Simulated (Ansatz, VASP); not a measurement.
One calculation of SnTe, two programs

Contents of INCAR:

```
SYSTEM = SnTe
  ALGO = Normal
  EDIFF = 1E-8
  ENCUT = 520
  GGA = CA
  ISIF = 2
  ISMEAR = -1
  LASPH = .True.
  LCHARG = .False.
  LEFG = .True.
  LREAL = .False.
  LWAVE = .False.
  NBANDS = 17
  NELM = 80
  PREC = Accurate
  SIGMA = 0.08
```

File KPOINTS:

```
k-points
0
Gamma
  11 11 11
  0 0 0
```

Contents of POSCAR:

```
SnTe
1.0
    0.0000000000      3.1980376582      3.1980376582
    3.1980376582      0.0000000000      3.1980376582
    3.1980376582      3.1980376582      0.0000000000
Sn Te
1 1
Direct
    0.0000000000      0.0000000000      0.0000000000
    0.5000000000      0.5000000000      0.5000000000
```

Input for Ansatz:

```yaml
crystal:
  lattice:
    - [0.0, 3.1980376582, 3.1980376582]
    - [3.1980376582, 0.0, 3.1980376582]
    - [3.1980376582, 3.1980376582, 0.0]
  atoms:
    - { symbol: Sn, position: [0.0, 0.0, 0.0] }
    - { symbol: Te, position: [0.5, 0.5, 0.5] }
kpoints:
  mp_grid: { grid: [11, 11, 11] }
scf:
  occupations: { method: fermi_dirac, width: 0.08 }
hamiltonian:
  xc: lda
  pseudopotentials: { kind: all_electron, datasets: crystal }
output:
  forces: true
  stress: true
  eigenvalues: true
  efg: { contact_densities: true }
```

Change from the starting cell: volume scaled by 1.04, crystal datasets.

Alike in both runs: task electric field gradients; functional LDA; k mesh 11 × 11 × 11; occupations fermi-dirac, width 0.08 eV; no spin polarisation.

```csv
,VASP,Ansatz
version,VASP 6.6.1,Ansatz 0.2.0
potentials or method,"VASP PAW LDA potentials, release 64 (Sn_d, Te), cutoff 520 eV","all-electron PAW with datasets made for the crystal, scalar-relativistic"
```

|  | VASP | Ansatz | Ansatz less VASP |
| --- | --- | --- | --- |
| pressure (GPa) | -3.2 | -3.2 | 0.00 |

LDA's correlation is that of Perdew and Zunger in VASP and of Perdew and Wang (1992) in Ansatz. Ansatz ran all-electron here, and VASP with PAW potentials.

Neither program's run includes spin-orbit coupling.
